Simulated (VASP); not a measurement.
**KCl: relaxation of cell and atoms with LDA**

Crystal: KCl.

```
CELL_PARAMETERS angstrom
0.00000 3.14187 3.14187
3.14187 0.00000 3.14187
3.14187 3.14187 0.00000
ATOMIC_POSITIONS crystal
K 0.00000 0.00000 0.00000
Cl 0.50000 0.50000 0.50000
```

- Program: VASP 6.6.1
- Task: relaxation of cell and atoms
- Functional: LDA
- Potentials or basis: VASP PAW LDA potentials, release 64 (K_sv, Cl)
- Cutoff: 500 eV
- k mesh: 6 × 6 × 6
- Occupations: gaussian, width 0.02 eV
- Spin: no spin polarisation
- Dipole correction: no
- Further INCAR settings: ALGO = Normal; EDIFF = 1e-07; IBRION = 2; EDIFFG = -0.002; NSW = 100; ISIF = 3

```json
{
  "Relaxed volume": "28.15 Å³/atom",
  "Relaxed cell": "a = 4.302 Å, b = 4.302 Å, c = 4.302 Å, α = 60.00°, β = 60.00°, γ = 60.00°",
  "Space group after relaxing (to 0.1 Å)": "Fm-3m (No. 225)",
  "Energy gained by relaxing": "18.3 meV/atom",
  "Ionic steps": "4",
  "Pressure after relaxing": "0.0 GPa",
  "Band gap on the k mesh": "5.10 eV"
}
```

Step by step:
```tsv
step	energy change (eV)	largest force (eV/Å)	pressure (GPa)	volume (Å³)
1	0.0000	0.0000	-1.87	62.03
2	-0.0287	0.0000	-0.97	58.84
3	-0.0366	0.0000	-0.09	56.51
4	-0.0367	0.0000	0.00	56.30
```

Final structure:
```
K Cl
1.0
     0.00000    3.04193    3.04193
     3.04193    0.00000    3.04193
     3.04193    3.04193    0.00000
K Cl
1 1
Direct
  0.00000 0.00000 0.00000
  0.50000 0.50000 0.50000
```

Levels at points of the mesh, in eV from the valence-band top:
```tsv
k point	band 5	band 6	band 7	band 8	band 9	band 10	band 11	band 12
(0.00, 0.00, 0.00)	-10.31	0.00	0.00	0.00	5.10	8.11	8.11	8.11
(0.50, 0.00, 0.00)	-9.99	-1.33	-0.44	-0.44	7.47	8.64	10.60	10.60
(0.50, 0.50, 0.00)	-10.40	-0.76	-0.25	-0.25	6.05	8.44	10.23	10.25
```

Run time: 17 s on 1 thread of Intel(R) Xeon(R) Platinum 8375C CPU @ 2.90GHz (Ice Lake) (shared host), peak memory 0.16 GiB.
